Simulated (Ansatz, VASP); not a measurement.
**CdTe: VASP beside Ansatz**

```
Cd Te
1.0
     0.00000    3.39343    3.39343
     3.39343    0.00000    3.39343
     3.39343    3.39343    0.00000
Cd Te
1 1
Direct
  0.00000 0.00000 0.00000
  0.25000 0.25000 0.25000
```

Alike in both runs: task single point; functional PBEsol; k mesh 4 × 4 × 4; occupations gaussian, width 0.05 eV; no spin polarisation.

```csv
,VASP,Ansatz
version,VASP 6.6.1,Ansatz 0.2.0
potentials or method,"VASP PAW PBE potentials, release 64 (Cd, Te), cutoff 500 eV","scalar-relativistic, plane waves, PAW"
valence electrons in the cell,18,36
```

VASP gave:

```
gap on the k mesh at the Fermi level (eV) : 0.25
least direct gap on the mesh (eV)         : 0.25
pressure (GPa)                            : -3.8
```

Task: What did Ansatz give for the same quantities?

Result: gap on the k mesh at the Fermi level (eV): 0.25; least direct gap on the mesh (eV): 0.25; pressure (GPa): -3.9.

VASP's potentials were made for PBE, not for PBEsol. VASP's potentials hold 18 valence electrons a cell and Ansatz's 36, so a difference there can come from the potentials and not from the codes.

Neither program's run includes spin-orbit coupling.
